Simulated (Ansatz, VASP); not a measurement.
**Au in VASP and in Ansatz**

INCAR

```
  PREC = Accurate
  ENCUT = 520
  EDIFF = 1E-7
  ISMEAR = -1
  SIGMA = 0.1
  LREAL = False
  LASPH = True
  NELM = 60
  ALGO = Normal
  ISIF = 2
  LWAVE = False
  LCHARG = True
  GGA = PE
  LELF = True
  LVHAR = True
  NBANDS = 12
```

Contents of KPOINTS:

```
regular mesh
0
Gamma
  22 22 22
```

The input POSCAR:

```
Au
1.0
   -1.7149245661      1.7149245661      1.7149245661
    1.7149245661     -1.7149245661      1.7149245661
    1.7149245661      1.7149245661     -1.7149245661
Au
1
Direct
    0.0000000000      0.0000000000      0.0000000000
```

Input for Ansatz:

```yaml
crystal:
  lattice:
    - [-1.7149245661, 1.7149245661, 1.7149245661]
    - [1.7149245661, -1.7149245661, 1.7149245661]
    - [1.7149245661, 1.7149245661, -1.7149245661]
  atoms:
    - { symbol: Au, position: [0.0, 0.0, 0.0] }
hamiltonian:
  xc: pbe
  pseudopotentials:
    kind: paw
    azcp:
      Au: "pseudopotentials/Au.paw.azcp"
basis:
  ecutwfc: 420
  fft_grid_basis: typed
kpoints:
  mp_grid: { grid: [22, 22, 22], shift: [0, 0, 0] }
magnetization:
  spin_polarized: false
scf:
  occupations: { method: fermi_dirac, width: 0.1 }
output:
  stress: true
```

Alike in both runs: task single point; functional PBE; k mesh 22 × 22 × 22; occupations fermi-dirac, width 0.1 eV; no spin polarisation.

|  | VASP | Ansatz |
| --- | --- | --- |
| version | VASP 6.6.1 | Ansatz 0.2.0 |
| potentials or method | VASP PAW PBE potentials, release 64 (Au), cutoff 520 eV | plane waves (420 eV) with PAW, scalar-relativistic |
| valence electrons in the cell | 11 | 19 |

|  | VASP | Ansatz | Ansatz less VASP |
| --- | --- | --- | --- |
| pressure (GPa) | -11.1 | -11.0 | +0.10 |

VASP's potentials hold 11 valence electrons a cell and Ansatz's 19, so a difference there can come from the potentials and not from the codes.

Neither program's run includes spin-orbit coupling.
